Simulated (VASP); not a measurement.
Write the native input for VASP 6.6.1 that does the following.

```yaml
Task: single point
Functional: PBE
Potentials_or_basis: VASP PAW PBE potentials, release 64 (Ni)
Cutoff: 520 eV
k_mesh: 15 × 15 × 15
Occupations: fermi-dirac, width 0.01 eV
Spin: no spin polarisation
Dipole_correction: no
Further_INCAR_settings: ALGO = Normal; EDIFF = 1e-06; NBANDS = 11
```

The structure of Ni lies in POSCAR:

```
Ni
1.0
    0.0000000000      1.7572466680      1.7572466680
    1.7572466680      0.0000000000      1.7572466680
    1.7572466680      1.7572466680      0.0000000000
Ni
1
Direct
    0.0000000000      0.0000000000      0.0000000000
```

These files were run (other wordings do the same):

INCAR

```
SYSTEM = Ni
PREC = Accurate ; ENCUT = 520
EDIFF = 1E-6 ; ISMEAR = -1
SIGMA = 0.01 ; LREAL = .FALSE.
LASPH = .TRUE. ; NELM = 100
ALGO = Normal ; ISIF = 2
LWAVE = .FALSE. ; LCHARG = .FALSE.
GGA = PE ; NBANDS = 11
```

KPOINTS

```
regular mesh
0
G
  15 15 15
  0 0 0
```

Potentials or basis: VASP PAW PBE potentials, release 64 (Ni).

The run is started by

```sh
$ cat potpaw_PBE.64/Ni/POTCAR > POTCAR
$ mpirun -np 1 vasp_std > vasp.out
```

It gave:

- Pressure: -0.8 GPa
- Band gap on the k mesh: zero (band 5 reaches 9.37 eV, above the bottom of band 6 at 8.43 eV)

Caveat: the run has no spin polarisation, though such a crystal can be magnetic.

Wall time 6.7 s on 1 thread of Intel Xeon 6975P-C (shared host), peak memory 0.13 GiB.
